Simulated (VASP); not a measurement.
# SnO2 (Pnnm) in VASP: notebook

Runs on SnO2. Level: LDA. Tasks: single point.

Program: VASP 6.6.1. These are calculated values, not measurements. Logs are shortened: lines on timing, memory, paths and dates and some standing lists are left out, and cuts for length are marked.

### 1 The cell of the first run

The structure is orthorhombic, space group Pnnm (No. 58). The conventional cell has a = 4.667 Å, b = 4.667 Å, c = 3.153 Å, α = 90.00°, β = 90.00°, γ = 90.00°. Within 2.6 Å of Sn (site symmetry 2/m) lie 6 O at 1.94 to 2.09 Å. O (site symmetry m) has 3 Sn at 1.94 to 2.09 Å within 2.6 Å.

### 2 Single point, LDA (atoms shifted along a free coordinate)

The input, INCAR:

```
  ALGO = Normal
  EDIFF = 1E-6
  ENCUT = 520
  ISIF = 2
  ISMEAR = 0
  LASPH = True
  LCHARG = False
  LREAL = False
  LWAVE = False
  NBANDS = 35
  NELM = 60
  PREC = Accurate
  SIGMA = 0.05
```

The input, KPOINTS:

```
k-points
0
Gamma
  6 6 8
```

The input, POSCAR:

```
SnO2
1.0
    4.6665314825      0.0000000000      0.0000000000
    0.0000000000      4.6671047442      0.0000000000
    0.0000000000      0.0000000000      3.1527341536
Sn O
2 4
Direct
    0.5000000000      0.5000000000      0.5000000000
    0.0000000000      0.0000000000      0.0000000000
    0.3059833077      0.2802382207      0.0000000000
    0.8059833077      0.2197617793      0.5000000000
    0.1940166923      0.7802382207      0.5000000000
    0.6940166923      0.7197617793      0.0000000000
```

Potentials or basis: VASP PAW LDA potentials, release 64 (Sn_d, O).

Started as:

```
$ cat potpaw_LDA.64/Sn_d/POTCAR potpaw_LDA.64/O/POTCAR > POTCAR
$ mpirun -np 1 vasp_std > vasp.out
```

OUTCAR:

```text
EDIFF = 1E-6
   ENCUT = 520
   ISIF = 2
   ISMEAR = 0
   LASPH = True
   LREAL = False
   NELM = 60
   PREC = Accurate

 ion  position               nearest neighbor table
   1  0.500  0.500  0.500-   5 1.94   4 1.94   6 2.09   6 2.09   3 2.09   3 2.09   2 3.66   2 3.66
                             2 3.66   2 3.66   2 3.66   2 3.66   2 3.66   2 3.66
   2  0.000  0.000  0.000-   3 1.94   6 1.94   4 2.09   4 2.09   5 2.09   5 2.09   1 3.66   1 3.66
                             1 3.66   1 3.66   1 3.66   1 3.66   1 3.66   1 3.66
   3  0.306  0.280  0.000-   2 1.94   1 2.09   1 2.09
   4  0.806  0.220  0.500-   1 1.94   2 2.09   2 2.09
   5  0.194  0.780  0.500-   1 1.94   2 2.09   2 2.09
   6  0.694  0.720  0.000-   2 1.94   1 2.09   1 2.09

  LATTYP: Found a simple orthorhombic cell.
 ALAT       =     3.1527341536
 B/A-ratio  =     1.4801538142
 C/A-ratio  =     1.4803356442

  Lattice vectors:

 A1 = (   0.0000000000,   0.0000000000,   3.1527341536)
 A2 = (   4.6665314825,   0.0000000000,   0.0000000000)
 A3 = (   0.0000000000,   4.6671047442,   0.0000000000)

Analysis of symmetry for initial positions (statically):
=====================================================================
 Subroutine PRICEL returns:
 Original cell was already a primitive cell.

 Routine SETGRP: Setting up the symmetry group for a
 simple orthorhombic supercell.

 Subroutine GETGRP returns: Found  8 space group operations
 (whereof  4 operations were pure point group operations)
 out of a pool of  8 trial point group operations.

The static configuration has the point symmetry C_2h.
 The point group associated with its full space group is D_2h.

Analysis of symmetry for dynamics (positions and initial velocities):
=====================================================================
 Subroutine PRICEL returns:
 Original cell was already a primitive cell.

 Routine SETGRP: Setting up the symmetry group for a
 simple orthorhombic supercell.

 Subroutine GETGRP returns: Found  8 space group operations
 (whereof  4 operations were pure point group operations)
 out of a pool of  8 trial point group operations.

The dynamic configuration has the point symmetry C_2h.
 The point group associated with its full space group is D_2h.

 Subroutine INISYM returns: Found  8 space group operations
 (whereof  4 operations are pure point group operations),
 and found     1 'primitive' translations

----------------------------------------------------------------------------------------

                                     Primitive cell

  volume of cell :      68.6640

  direct lattice vectors                    reciprocal lattice vectors
     4.666531482  0.000000000  0.000000000     0.214291922  0.000000000  0.000000000
     0.000000000  4.667104744  0.000000000     0.000000000  0.214265600  0.000000000
     0.000000000  0.000000000  3.152734154     0.000000000  0.000000000  0.317185006

  length of vectors
     4.666531482  4.667104744  3.152734154     0.214291922  0.214265600  0.317185006

  position of ions in fractional coordinates (direct lattice)
     0.500000000  0.500000000  0.500000000
     0.000000000  0.000000000  0.000000000
     0.305983308  0.280238221  0.000000000
     0.805983308  0.219761779  0.500000000
     0.194016692  0.780238221  0.500000000
     0.694016692  0.719761779  0.000000000

  ion indices of the primitive-cell ions
   primitive index   ion index
                 1           1
                 2           2
                 3           3
                 4           4
                 5           5
                 6           6

----------------------------------------------------------------------------------------

 KPOINTS: k-points

Automatic generation of k-mesh.
 Grid dimensions read from file:
 generate k-points for:    6    6    8

 Generating k-lattice:

  Cartesian coordinates                     Fractional coordinates (reciprocal lattice)
     0.035715320  0.000000000  0.000000000     0.166666667  0.000000000  0.000000000
     0.000000000  0.035710933  0.000000000     0.000000000  0.166666667  0.000000000
     0.000000000  0.000000000  0.039648126     0.000000000  0.000000000  0.125000000

  Length of vectors
     0.035715320  0.035710933  0.039648126

  Shift w.r.t. Gamma in fractional coordinates (k-lattice)
     0.000000000  0.000000000  0.000000000

 Subroutine IBZKPT returns following result:
 ===========================================

 Found     80 irreducible k-points:

 Following reciprocal coordinates:
            Coordinates               Weight
  0.000000  0.000000  0.000000      1.000000
  0.166667  0.000000  0.000000      2.000000
  0.333333  0.000000  0.000000      2.000000
  0.500000  0.000000  0.000000      1.000000
  0.000000  0.166667  0.000000      2.000000
  0.166667  0.166667  0.000000      4.000000
[... 16 lines left out ...]
  0.333333  0.166667  0.125000      8.000000
  0.500000  0.166667  0.125000      4.000000
 [... further k-points ...]
   k-points           NKPTS =     80   k-points in BZ     NKDIM =     80   number of bands    NBANDS=     35
   number of dos      NEDOS =    301   number of ions     NIONS =      6
   total plane-waves  NPLWV =  31104
   dimension x,y,z NGX =    36 NGY =   36 NGZ =   24
   dimension x,y,z NGXF=    72 NGYF=   72 NGZF=   48
   ions per type =               2   4
   NGX,Y,Z   is equivalent  to a cutoff of  12.83, 12.82, 12.66 a.u.
   NGXF,Y,Z  is equivalent  to a cutoff of  25.65, 25.65, 25.31 a.u.
 SYSTEM =  unknown system
   PREC   = accura    normal or accurate (medium, high low for compatibility)
   ISTART =      0    job   : 0-new  1-cont  2-samecut
   ICHARG =      2    charge: 1-file 2-atom 10-const
   ISPIN  =      1    spin polarized calculation?
   LNONCOLLINEAR =      F non collinear calculations
   LSORBIT =      F    spin-orbit coupling
   LASPH  =      T    aspherical Exc in radial PAW
   ENCUT  =  520.0 eV  38.22 Ry    6.18 a.u.   8.68  8.68  5.86*2*pi/ulx,y,z
   NELM   =     60;   NELMIN=  2; NELMDL= -5     # of ELM steps
   EDIFF  = 0.1E-05   stopping-criterion for ELM
   LREAL  =      F    real-space projection
   EDIFFG = 0.1E-04   stopping-criterion for IOM
   NSW    =      0    number of steps for IOM
   IBRION =     -1    ionic relax: 0-MD 1-quasi-New 2-CG
   NFREE  =      0    steps in history (QN), initial steepest desc. (CG)
   ISIF   =      2    stress and relaxation
   ISYM   =      2    0-nonsym 1-usesym 2-fastsym
   POTIM  = 0.5000    time-step for ionic-motion
   TEBEG  =    0.0;   TEEND  =   0.0 temperature during run
   PSTRESS=    0.0 pullay stress
   NELECT =      52.0000    total number of electrons
   NUPDOWN=      -1.0000    fix difference up-down
   EMIN   =  10.00;   EMAX   =-10.00  energy-range for DOS
   EFERMI =   0.00;   METHOD = LEGACY
   ISMEAR =     0;   SIGMA  =   0.05  broadening in eV -4-tet -1-fermi 0-gaus
   EFERMI_NEDOS =   21; number of points for ismear=-14 and -15
   IALGO  =     38    algorithm
   IMIX   =      4    mixing-type and parameters
     AMIX     =   0.40;   BMIX     =  1.00
     AMIX_MAG =   1.60;   BMIX_MAG =  1.00
  volume/ion in A,a.u.               =      11.44        77.23
  Fermi-wavevector in a.u.,A,eV,Ry     =   1.492220  2.819887 30.296380  2.226721
  Thomas-Fermi vector in A             =   2.604776
   LORBIT       =      0    0 simple, 1 ext, 2 COOP (PROOUT), +10 PAW based schemes
   GGA     = CA    functional components
   LHFCALC =     F    Hartree Fock is set to
   AEXX    =    0.0000 exact exchange contribution
   IVDW    =     0    specifies the selected vdW correction
   LEPSILON=     F    determine dielectric tensor
   LRPA    =     F    only Hartree local field effects (RPA)
 non-spin polarized calculation
 Gauss-broadening in eV      SIGMA  =   0.05
  energy-cutoff  :      520.00
  volume of cell :       68.66
 maximum number of plane-waves:      1883
 NGX is ok and might be reduce to    36
   NGX = 17   NGY = 17   NGZ = 11

 number of electron      51.9999978 magnetization

 Free energy of the ion-electron system (eV)
  ---------------------------------------------------
  ext. energy  EPLUGINS =         0.00000000
  ---------------------------------------------------
  free energy    TOTEN  =       -41.86026384 eV

  energy without entropy =      -41.86026384  energy(sigma->0) =      -41.86026384

 E-fermi :   6.6344     XC(G=0): -12.0349

 val. band max:        6.3496892661   @ k =   0.0000   0.0000   0.0000
 cond. band min:       7.7849795268   @ k =   0.0000   0.0000   0.0000
 fundamental gap:      1.4352902607
 Fermi energy:         6.6343729306

 k-point     1 :       0.0000    0.0000    0.0000
  band No.  band energies     occupation
      1     -14.8373      2.00000
      2     -13.8884      2.00000
      3     -13.6457      2.00000
      4     -13.6007      2.00000
      5     -13.5342      2.00000
      6     -13.5295      2.00000
[... 27 lines left out ...]
     34      19.0924      0.00000
     35      19.5231      0.00000

 k-point     2 :       0.1667    0.0000    0.0000
  band No.  band energies     occupation
      1     -14.7896      2.00000
      2     -13.9699      2.00000
      3     -13.6339      2.00000
      4     -13.6003      2.00000
      5     -13.5304      2.00000
      6     -13.5264      2.00000
[... 27 lines left out ...]
     34      19.0533      0.00000
     35      19.3741      0.00000

 k-point     3 :       0.3333    0.0000    0.0000
  band No.  band energies     occupation
      1     -14.6506      2.00000
      2     -14.1823      2.00000
      3     -13.6139      2.00000
      4     -13.6000      2.00000
      5     -13.5222      2.00000
      6     -13.5200      2.00000
[... 27 lines left out ...]
     34      18.8716      0.00000
     35      18.8723      0.00000
[... 723 lines left out ...]
 k-point    23 :       0.3333    0.1667    0.1250
  band No.  band energies     occupation
      1     -14.6062      2.00000
      2     -14.2624      2.00000
      3     -13.6693      2.00000
      4     -13.6419      2.00000
      5     -13.5510      2.00000
      6     -13.5049      2.00000
[... 27 lines left out ...]
     34      18.3564      0.00000
     35      18.8938      0.00000

 k-point    24 :       0.5000    0.1667    0.1250
  band No.  band energies     occupation
      1     -14.4511      2.00000
      2     -14.4511      2.00000
      3     -13.6571      2.00000
      4     -13.6571      2.00000
      5     -13.5251      2.00000
      6     -13.5251      2.00000
[... 27 lines left out ...]
     34      18.2775      0.00000
     35      18.8756      0.00000

 [... further k-points ...]
[... 5 lines left out ...]
  --------------------------------------------------------------------------------------
  -------------------------------------------------------------------------------------
  Total        5.4101264      3.5854973      2.3522569     -0.0000000      0.0000000      0.0000000
  in kB      126.2376491     83.6625081     54.8865890     -0.0000000      0.0000000      0.0000000
  external PRESSURE =      88.2622487 kB  Pullay stress =       0.0000000 kB

 VOLUME and BASIS-vectors are now :
 -----------------------------------------------------------------------------
  energy-cutoff  :      520.00
  volume of cell :       68.66
      direct lattice vectors                 reciprocal lattice vectors
     4.666531482  0.000000000  0.000000000     0.214291922  0.000000000  0.000000000
     0.000000000  4.667104744  0.000000000     0.000000000  0.214265600  0.000000000
     0.000000000  0.000000000  3.152734154     0.000000000  0.000000000  0.317185006

 POSITION                                       TOTAL-FORCE (eV/Angst)
 -----------------------------------------------------------------------------------
      2.33327      2.33355      1.57637         0.000000     -0.000000      0.000000
      0.00000      0.00000      0.00000         0.000000     -0.000000      0.000000
      1.42788      1.30790      0.00000         1.434358      1.473461      0.000000
      3.76115      1.02565      1.57637         1.434358     -1.473461      0.000000
      0.90539      3.64145      1.57637        -1.434358      1.473461      0.000000
      3.23865      3.35920      0.00000        -1.434358     -1.473461      0.000000
 -----------------------------------------------------------------------------------
    total drift:                                0.000000     -0.000000     -0.000000

  FREE ENERGIE OF THE ION-ELECTRON SYSTEM (eV)
  ---------------------------------------------------
  free  energy   TOTEN  =       -41.8602638394 eV

  energy  without entropy=      -41.8602638394  energy(sigma->0) =      -41.86026384
```

It took 67 s on 1 thread of Intel Xeon 6975P-C (Granite Rapids), shared host; peak memory 0.26 GiB.

Results:

```
Free energy            : -41.8603 eV
Pressure               : 8.8 GPa
Largest force          : 2.056 eV/Å
Band gap on the k mesh : 1.44 eV
```

Forces in eV/Å, atoms in the order of the input:
```
Sn   0.000  0.000  0.000
Sn   0.000  0.000  0.000
O    1.434  1.473  0.000
O    1.434 -1.473  0.000
O   -1.434  1.473  0.000
O   -1.434 -1.473  0.000
```

Levels at points of the mesh, in eV from the valence-band top:
| k point | band 22 | band 23 | band 24 | band 25 | band 26 | band 27 | band 28 | band 29 | band 30 | band 31 |
| --- | --- | --- | --- | --- | --- | --- | --- | --- | --- | --- |
| (0.00, 0.00, 0.00) | -1.29 | -1.22 | -0.85 | -0.77 | 0.00 | 1.44 | 6.16 | 6.18 | 6.77 | 9.89 |
| (0.50, 0.00, 0.00) | -2.41 | -1.21 | -1.21 | -0.62 | -0.62 | 4.82 | 4.82 | 7.53 | 7.53 | 11.17 |
| (0.00, 0.50, 0.00) | -2.19 | -1.20 | -1.20 | -0.50 | -0.50 | 4.69 | 4.69 | 7.07 | 7.07 | 11.59 |
| (0.50, 0.50, 0.00) | -2.47 | -1.36 | -1.36 | -0.91 | -0.91 | 5.47 | 5.47 | 7.73 | 7.73 | 11.51 |
| (0.00, 0.00, 0.50) | -3.11 | -1.84 | -1.84 | -1.24 | -1.24 | 6.26 | 6.26 | 9.54 | 9.54 | 10.63 |
| (0.50, 0.00, 0.50) | -1.78 | -1.26 | -1.26 | -0.57 | -0.57 | 6.53 | 6.53 | 7.90 | 7.90 | 11.08 |
| (0.00, 0.50, 0.50) | -2.01 | -1.06 | -1.06 | -0.78 | -0.78 | 6.62 | 6.62 | 8.00 | 8.00 | 10.70 |
| (0.50, 0.50, 0.50) | -1.97 | -0.85 | -0.85 | -0.82 | -0.82 | 4.39 | 4.39 | 9.21 | 9.21 | 10.85 |

Caveat: the cell differs from its parent crystal (atoms shifted along a free coordinate); the stress differs along the axes, from 5 to 13 GPa; spin-orbit coupling is left out, which moves the levels of the heavy elements; forces of over 1 eV/Å act on the atoms, so gaps and moduli don't describe the material at rest.

(Part 1 of 2 ends here.)
